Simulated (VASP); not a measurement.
Sn, 2 atoms in the cell. It takes space group I4_1/amd (No. 141, tetragonal). The conventional cell has a = 6.334 Å, b = 6.334 Å, c = 2.756 Å, α = 90.00°, β = 90.00°, γ = 90.00°. Sn (site symmetry -4m2) has 6 Sn at 2.76 to 3.24 Å within 3.6 Å.  This cell differs from its parent crystal: ratio of the length along z to the lengths across it x 0.8, volume and fractional coordinates fixed.

```yaml
Program: VASP 6.6.1
Task: single point
Functional: PBE
Potentials_or_basis: VASP PAW PBE potentials, release 64 (Sn_d)
Cutoff: 520 eV
k_mesh: 18 × 18 × 18
Occupations: gaussian, width 0.15 eV
Spin: no spin polarisation
Dipole_correction: no
Further_INCAR_settings: ALGO = Fast; EDIFF = 1e-06; NBANDS = 21
```

Potentials or basis: VASP PAW PBE potentials, release 64 (Sn_d).

The run is started by

```bash
$ cat potpaw_PBE.64/Sn_d/POTCAR > POTCAR
$ mpirun -np 1 vasp_std > vasp.out
```

Hardware: 1 thread of Oxide Virtual Turin-like Processor, with other jobs on the host.

Problem. Estimate the wall time of this run.

Solution. Run time: 10 min on 1 thread of Oxide Virtual Turin-like Processor, on a shared host, peak memory 0.51 GiB. Counts: scf iterations 13, k points 480.
